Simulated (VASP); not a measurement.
Crystal: ReP2.

```xyz
3
Lattice="3.9559 0.0000 0.0000 0.0000 3.9559 0.0000 0.0000 0.0000 3.0599" Properties=species:S:1:pos:R:3 pbc="T T T"
Re    0.0000    0.0000    0.0000
P     0.0000    1.9780    1.5300
P     1.9780    0.0000    1.5300
```

The cell was built from a structure type or drawn by symmetry, and may not be a known phase.

- Program: VASP 6.6.1
- Task: relaxation of cell and atoms
- Functional: PBE
- Potentials or basis: VASP PAW PBE potentials, release 64 (Re, P)
- Cutoff: 600 eV
- k mesh: 12 × 12 × 16
- Occupations: gaussian, width 0.1 eV
- Spin: no spin polarisation

At the start: pressure -0.0 GPa; volume 15.96 Å³/atom.

**Question.** Where does the relaxation end?

**Answer.** Over 6 steps the energy falls by 4.8 meV/atom and the volume is 16.03 Å³/atom (+0.4 %); space group P4/mmm (No. 123, to 0.1 Å) before and after.

The path:
| step | energy change (eV) | largest force (eV/Å) | pressure (GPa) | volume (Å³) |
| --- | --- | --- | --- | --- |
| 1 | 0.0000 | 0.0000 | -0.04 | 47.89 |
| 2 | -0.0127 | 0.0000 | 0.64 | 47.85 |
| 3 | -0.0137 | 0.0000 | 0.85 | 47.83 |
| 4 | -0.0137 | 0.0000 | 0.90 | 47.83 |
| 5 | -0.0126 | 0.0000 | -1.35 | 48.49 |
| 6 | -0.0144 | 0.0000 | 0.02 | 48.08 |

Final structure:
```
Re P
1.0
     4.00216    0.00000    0.00000
     0.00000    4.00216    0.00000
     0.00000    0.00000    3.00183
Re P
1 2
Direct
  0.00000 0.00000 0.00000
  0.00000 0.50000 0.50000
  0.50000 0.00000 0.50000
```
